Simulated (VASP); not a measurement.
Runs of VASP 6.6.1 on As2Se. The structure is that of space group I4_1/amd (No. 141), or close to it. The cells are those of the table. 

| task | level | potentials or basis | cell | k mesh | cutoff (eV) | gap on the mesh (eV) | pressure (GPa) | relaxed volume (Å³/atom) |
| --- | --- | --- | --- | --- | --- | --- | --- | --- |
| single point | PBEsol | VASP PAW PBE potentials, release 64 (As, Se) | a = 10.682 Å, angles 102.7, 102.7, 124.0°, 6 atoms | 4 × 4 × 4 | 520 | none | (a) | - |
| relaxation of cell and atoms | PBEsol+D4 | VASP PAW PBE potentials, release 64 (As, Se) | relaxed from a = 5.653 Å, angles 102.7, 102.7, 124.0°, 6 atoms | 8 × 8 × 8 | 600 | none | 0.0 | 20.52 |
| relaxation of cell and atoms | PBEsol+D3(BJ) | VASP PAW PBE potentials, release 64 (As, Se) | relaxed from a = 5.653 Å, angles 102.7, 102.7, 124.0°, 6 atoms | 8 × 8 × 8 | 600 | none | 0.0 | 20.25 |
| relaxation of cell and atoms | LDA | VASP PAW LDA potentials, release 64 (As, Se) | relaxed from a = 5.653 Å, angles 102.7, 102.7, 124.0°, 6 atoms | 8 × 8 × 8 | 600 | none | 0.0 | 20.65 |

Alike in all rows: no spin polarisation; smearing gaussian 0.1 eV.

Q: Fill in the values left out.

A: (a) -0.9.

Caveats: the PAW data sets were made with another functional, which shifts forces and pressure a little (at least some runs); the atoms stand far beyond bonding distance, and open shells without spin polarisation read as a metal (at least some runs); this functional lacks dispersion, which binds layers or chains, so the pressure and a relaxed spacing across them are unreliable (at least some runs).

A k mesh can miss the band edges, and the runs leave out spin-orbit coupling on As, Se.

A gap of «none» marks levels without a gap at the run's occupations.
